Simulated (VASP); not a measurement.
Crystal: MgS.

```
CELL_PARAMETERS angstrom
0.00000 2.60152 2.60152
2.60152 0.00000 2.60152
2.60152 2.60152 0.00000
ATOMIC_POSITIONS crystal
Mg 0.00000 0.00000 0.00000
S 0.50000 0.50000 0.50000
```

Base run:

* Program: VASP 6.6.1
* Functional: PBE
* Potentials or basis: VASP PAW PBE potentials, release 64 (Mg, S)
* Cutoff: 520 eV
* k mesh: 6 × 6 × 6
* Occupations: gaussian, width 0.01 eV
* Spin: no spin polarisation

Its results: band gap on the k mesh 2.77 eV, indirect (least direct gap 3.71 eV); pressure 0.9 GPa.

Question: The run is repeated on the same cell with these changes: functional from PBE to HSE06; further incar settings from ALGO = Normal; EDIFF = 1e-07; NBANDS = 11 to ALGO = Normal; EDIFF = 1e-06; NBANDS = 11. What comes out?

Answer: Band gap on the k mesh 3.75 eV, indirect (least direct gap 4.80 eV); pressure -0.7 GPa.

Caveats: the PAW data sets were made with another functional, which shifts forces and pressure a little (some runs).

A k mesh can miss the band edges.
